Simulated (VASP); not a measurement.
# LiH (P1) in VASP: relaxation of cell and atoms with PBE

Aim: the relaxation of cell and atoms of LiH with PBE.

Program: VASP 6.6.1. These are calculated values, not measurements. Logs are shortened: lines on timing, memory, paths and dates and some standing lists are left out, and cuts for length are marked.

### 1 The cell of the first run

The typed cell holds 4 atoms: a = 2.518 Å, b = 2.500 Å, c = 4.912 Å, α = 90.43°, β = 89.46°, γ = 89.76°.

### 2 Relaxation of cell and atoms, PBE

Contents of INCAR:

```
SYSTEM = LiH
  ALGO = Normal
  EDIFF = 1E-6
  EDIFFG = -0.025
  ENCUT = 600
  GGA = PE
  IBRION = 2
  ISIF = 3
  ISMEAR = 0
  LASPH = .TRUE.
  LCHARG = .FALSE.
  LREAL = .FALSE.
  LWAVE = .FALSE.
  NELM = 100
  NSW = 80
  PREC = Accurate
  SIGMA = 0.1
```

Contents of KPOINTS:

```
k-points
0
G
  6 6 4
  0 0 0
```

Contents of POSCAR:

```
LiH
1.0
    2.5174982674      0.0053190866      0.0116720531
    0.0053190866      2.5000956959     -0.0092500509
    0.0233441061     -0.0185001017      4.9123271416
Li H
2 2
Direct
    0.3977829048      0.5033734924      0.2261751486
    0.5430143893      0.4515150902      0.7755548536
    0.0868011637      0.9597850397      0.4970829396
   -0.0275984578      1.0853263777      0.0011870583
```

Potentials or basis: VASP PAW PBE potentials, release 64 (Li_sv, H).

Run with:

```sh
$ cat potpaw_PBE.64/Li_sv/POTCAR potpaw_PBE.64/H/POTCAR > POTCAR
$ mpirun -np 1 vasp_std > vasp.out
```

OUTCAR:

```text
SYSTEM = LiH
   EDIFF = 1E-6
   EDIFFG = -0.025
   ENCUT = 600
   GGA = PE
   IBRION = 2
   ISIF = 3
   ISMEAR = 0
   LASPH = .TRUE.
   LREAL = .FALSE.
   NELM = 100
   NSW = 80
   PREC = Accurate

 ion  position               nearest neighbor table
   1  0.398  0.503  0.226-   2 2.24
   2  0.543  0.452  0.776-   1 2.24
   3  0.087  0.960  0.497-
   4  0.972  0.085  0.001-

  LATTYP: Found a triclinic cell.
 ALAT       =     3.5405355952
 B/A-ratio  =     0.7061413164
 C/A-ratio  =     1.9961302686
 COS(alpha) =     0.0021735503
 COS(beta)  =     0.5127565706
 COS(gamma) =     0.7031384047

  Lattice vectors:

 A1 = (  -2.5121791808,   2.4947766093,  -0.0209221040)
 A2 = (   0.0053190866,   2.5000956959,  -0.0092500509)
 A3 = (  -5.0583406409,   0.0078619285,  -4.9356712478)

Analysis of symmetry for initial positions (statically):
=====================================================================
 Subroutine PRICEL returns:
 Original cell was already a primitive cell.

 Routine SETGRP: Setting up the symmetry group for a
 triclinic supercell.

 Subroutine GETGRP returns: Found  1 space group operations
 (whereof  1 operations were pure point group operations)
 out of a pool of  2 trial point group operations.

The static configuration has the point symmetry C_1 .

Analysis of symmetry for dynamics (positions and initial velocities):
=====================================================================
 Subroutine PRICEL returns:
 Original cell was already a primitive cell.

 Routine SETGRP: Setting up the symmetry group for a
 triclinic supercell.

 Subroutine GETGRP returns: Found  1 space group operations
 (whereof  1 operations were pure point group operations)
 out of a pool of  2 trial point group operations.

The dynamic configuration has the point symmetry C_1 .

 Subroutine INISYM returns: Found  1 space group operations
 (whereof  1 operations are pure point group operations),
 and found     1 'primitive' translations

----------------------------------------------------------------------------------------

                                     Primitive cell

  volume of cell :      30.9169

  direct lattice vectors                    reciprocal lattice vectors
     2.517498267  0.005319087  0.011672053     0.397230304 -0.000852125 -0.001890906
     0.005319087  2.500095696 -0.009250051    -0.000852125  0.399992091  0.001510442
     0.023344106 -0.018500102  4.912327142    -0.000945453  0.000755221  0.203576841

  length of vectors
     2.517530944  2.500118466  4.912417444     0.397235719  0.399995850  0.203580437

  position of ions in fractional coordinates (direct lattice)
     0.397782905  0.503373492  0.226175149
     0.543014389  0.451515090  0.775554854
     0.086801164  0.959785040  0.497082940
     0.972401542  0.085326378  0.001187058
[... 108 lines left out ...]
   LEPSILON=     F    determine dielectric tensor
   LRPA    =     F    only Hartree local field effects (RPA)
 conjugate gradient relaxation of ions
 non-spin polarized calculation
 Gauss-broadening in eV      SIGMA  =   0.10
  energy-cutoff  :      600.00
  volume of cell :       30.92
 maximum number of plane-waves:      1046
   NGX = 11   NGY =  9   NGZ = 19

--------------------------------------- Ionic step        1  -------------------------------------------

 number of electron       8.0000008 magnetization

 Free energy of the ion-electron system (eV)
  ---------------------------------------------------
  ext. energy  EPLUGINS =         0.00000000
  ---------------------------------------------------
  free energy    TOTEN  =       -11.21370224 eV

  energy without entropy =      -11.21370224  energy(sigma->0) =      -11.21370224

------------------------ aborting loop because EDIFF is reached ----------------------------------------

  FORCE on cell =-STRESS in cart. coord.  units (eV):
  Direction    XX          YY          ZZ          XY          YZ          ZX
  --------------------------------------------------------------------------------------
  -------------------------------------------------------------------------------------
  Total        0.4193340      0.5420618      0.5167095     -0.3016522      0.0538458      0.0815042
  in kB       21.7307707     28.0907872     26.7769749    -15.6322556      2.7904018      4.2237175
  external PRESSURE =      25.5328443 kB  Pullay stress =       0.0000000 kB
[... 95 lines left out ...]
  FREE ENERGIE OF THE ION-ELECTRON SYSTEM (eV)
  ---------------------------------------------------
  free  energy   TOTEN  =       -11.3754106948 eV

  energy  without entropy=      -11.3754106948  energy(sigma->0) =      -11.37541069

 E-fermi :   0.5677     XC(G=0):  -8.1302

 val. band max:       -0.0113319756   @ k =   0.5000   0.5000   0.0000
 cond. band min:       3.2604952300   @ k =   0.0000   0.0000   0.0000
 fundamental gap:      3.2718272056
 Fermi energy:         0.5676904495

 k-point     1 :       0.0000    0.0000    0.0000
  band No.  band energies     occupation
      1     -44.9390      2.00000
      2     -44.6975      2.00000
      3      -5.2869      2.00000
      4      -2.7224      2.00000
      5       3.2605      0.00000
      6      12.8538      0.00000
      7      13.5704      0.00000
      8      14.1203      0.00000
[... 243 lines left out ...]
 k-point    24 :       0.5000   -0.0000    0.2500
  band No.  band energies     occupation
      1     -44.9171      2.00000
      2     -44.6773      2.00000
      3      -2.8938      2.00000
      4      -1.4306      2.00000
      5       3.5353      0.00000
      6       4.6975      0.00000
      7       8.0209      0.00000
      8      11.0472      0.00000

 [... further k-points ...]

[... ionic steps 4 to 44 ...]

--------------------------------------- Ionic step       45  -------------------------------------------

 number of electron       7.9999994 magnetization

------------------------ aborting loop because EDIFF is reached ----------------------------------------
[... 71 lines left out ...]
--------------------------------------- Ionic step       47  -------------------------------------------

 number of electron       7.9999993 magnetization

 Free energy of the ion-electron system (eV)
  ---------------------------------------------------
  ext. energy  EPLUGINS =         0.00000000
  ---------------------------------------------------
  free energy    TOTEN  =       -11.98217381 eV

  energy without entropy =      -11.98217381  energy(sigma->0) =      -11.98217381

 E-fermi :   0.7061     XC(G=0):  -8.5721

 val. band max:        0.2669839807   @ k =   0.5000   0.5000   0.0000
 cond. band min:       4.3776969799   @ k =   0.0000   0.5000   0.5000
 fundamental gap:      4.1107129992
 Fermi energy:         0.7061395864

 k-point     1 :       0.0000    0.0000    0.0000
  band No.  band energies     occupation
      1     -44.2779      2.00000
      2     -44.2072      2.00000
      3      -5.2505      2.00000
      4      -3.0731      2.00000
      5       4.7784      0.00000
      6      14.9546      0.00000
      7      16.2632      0.00000
      8      16.5765      0.00000
[... 284 lines left out ...]
  FREE ENERGIE OF THE ION-ELECTRON SYSTEM (eV)
  ---------------------------------------------------
  free  energy   TOTEN  =       -11.9821738100 eV

  energy  without entropy=      -11.9821738100  energy(sigma->0) =      -11.98217381

 reached required accuracy - stopping structural energy minimisation
```

OSZICAR:

```text
N       E                     dE             d eps       ncg     rms          rms(c)
DAV:   1     0.242591044582E+01    0.24259E+01   -0.42811E+03  1216   0.107E+03
DAV:   2    -0.101848598936E+02   -0.12611E+02   -0.12574E+02  1656   0.885E+01
DAV:   3    -0.117328001906E+02   -0.15479E+01   -0.15479E+01  1696   0.365E+01
[... 337 lines left out ...]
       N       E                     dE             d eps       ncg     rms          rms(c)
DAV:   1    -0.119821156247E+02   -0.58258E-03   -0.18133E-01  1216   0.500E+00    0.122E-01
DAV:   2    -0.119822055903E+02   -0.89966E-04   -0.16506E-03  2016   0.490E-01    0.780E-02
DAV:   3    -0.119821740001E+02    0.31590E-04   -0.10366E-04  1784   0.946E-02    0.794E-03
DAV:   4    -0.119821738100E+02    0.19015E-06   -0.86851E-06  1656   0.377E-02
  47 F= -.11982174E+02 E0= -.11982174E+02  d E =-.640636E-03
```

CONTCAR:

```text
LiH
   1.00000000000000
     2.6257966087966391   -0.6542470873367372    0.0141268230737460
    -0.6387575225706974    2.6299252086749605    0.0144146777100001
    -0.0367489883628715   -0.0590333744599846    4.8609325704804736
  Li              H
     2     2
Direct
     0.4953708193426282    0.4845677557155167    0.2510151206463833
     0.5040551795240857    0.5155662620261984    0.7512278238582443
     0.1604370771485267    0.8306809233084425    0.4990379545371734
     0.8401369239847594    0.1691850589498424    0.9987191010581937

  0.00000000E+00  0.00000000E+00  0.00000000E+00
  0.00000000E+00  0.00000000E+00  0.00000000E+00
  0.00000000E+00  0.00000000E+00  0.00000000E+00
  0.00000000E+00  0.00000000E+00  0.00000000E+00
```

Wall time 2.8 min (1 thread of Intel Xeon 6975P-C (Granite Rapids), shared host); peak memory 0.14 GiB.

Results:

```yaml
Free_energy: -11.9822 eV
Relaxed_volume: 7.89 Å³/atom
Relaxed_cell: a = 2.706 Å, b = 2.706 Å, c = 4.861 Å, α = 90.27°, β = 89.95°, γ = 117.64°
Space_group_after_relaxing_to_0.05_Å: P2_1 (No. 4)
Energy_gained_by_relaxing: 192.1 meV/atom
Ionic_steps: 47
Pressure_after_relaxing: 0.0 GPa
Largest_force_after_relaxing: 0.025 eV/Å
Band_gap_on_the_k_mesh: 4.11 eV, indirect (least direct gap 4.88 eV)
```

Forces on the atoms (eV/Å):
```
Li  -0.002  0.013 -0.004
Li   0.005 -0.017 -0.014
H    0.018  0.011  0.006
H   -0.021 -0.007  0.011
```

Stress tensor (GPa, compression positive):
```
-0.03  0.02  0.04
 0.02 -0.06  0.07
 0.04  0.07  0.00
```

The path:
```tsv
step	energy change (eV)	largest force (eV/Å)	pressure (GPa)	volume (Å³)
1	0.0000	1.2330	2.55	30.92
3	-0.1617	0.2352	0.41	32.23
5	-0.1779	0.2494	0.13	32.46
7	-0.3307	0.3597	-1.05	33.84
9	-0.4743	0.6492	-1.26	35.40
11	-0.5002	0.7063	-0.96	35.52
13	-0.5600	0.5914	-1.02	35.30
15	-0.6531	0.3179	0.44	33.12
17	-0.6865	0.1636	-0.22	33.46
19	-0.7063	0.1111	-0.18	32.91
21	-0.7223	0.0832	0.09	32.32
23	-0.7293	0.0779	0.09	32.24
25	-0.7411	0.0665	-0.12	32.21
27	-0.7502	0.0575	0.06	31.96
29	-0.7537	0.0513	-0.07	32.03
31	-0.7553	0.0370	-0.16	32.09
33	-0.7565	0.0346	0.12	31.86
35	-0.7586	0.0506	0.01	31.85
37	-0.7588	0.0626	-0.03	31.85
39	-0.7607	0.0588	-0.12	31.84
41	-0.7607	0.1162	-0.33	31.75
43	-0.7646	0.0666	-0.12	31.66
45	-0.7677	0.0377	0.20	31.38
47	-0.7685	0.0250	-0.03	31.54
```

Final structure:
```xyz
4
Lattice="2.6258 -0.6542 0.0141 -0.6388 2.6299 0.0144 -0.0367 -0.0590 4.8609" Properties=species:S:1:pos:R:3 pbc="T T T"
Li    0.9820    0.9355    1.2341
Li    0.9666    0.9818    3.6662
H    -0.1277    2.0502    2.4400
H     2.0613   -0.1637    4.8690
```

Levels at points of the mesh, in eV from the valence-band top:
| k point | band 2 | band 3 | band 4 | band 5 | band 6 | band 7 |
| --- | --- | --- | --- | --- | --- | --- |
| (0.00, 0.00, 0.00) | -44.47 | -5.52 | -3.34 | 4.51 | 14.69 | 16.00 |
| (0.50, 0.00, 0.00) | -44.44 | -2.78 | -0.17 | 4.73 | 5.62 | 5.78 |
| (0.00, 0.50, 0.00) | -44.44 | -2.73 | -0.24 | 4.65 | 5.60 | 5.93 |
| (0.50, 0.50, 0.00) | -44.43 | -2.39 | 0.00 | 5.10 | 5.94 | 6.27 |
| (0.00, 0.00, 0.50) | -44.51 | -4.64 | -4.63 | 8.38 | 8.39 | 15.89 |
| (0.50, 0.00, 0.50) | -44.47 | -1.66 | -1.65 | 4.19 | 4.21 | 11.33 |
| (0.00, 0.50, 0.50) | -44.47 | -1.66 | -1.62 | 4.11 | 4.16 | 11.42 |
| (0.50, 0.50, 0.50) | -44.46 | -1.33 | -1.32 | 4.48 | 4.51 | 11.30 |

Caveat: the cutoff is under 1.25 times the usual one of these potentials, so pressure, stress and relaxed cells hold a basis-set (Pulay) error.
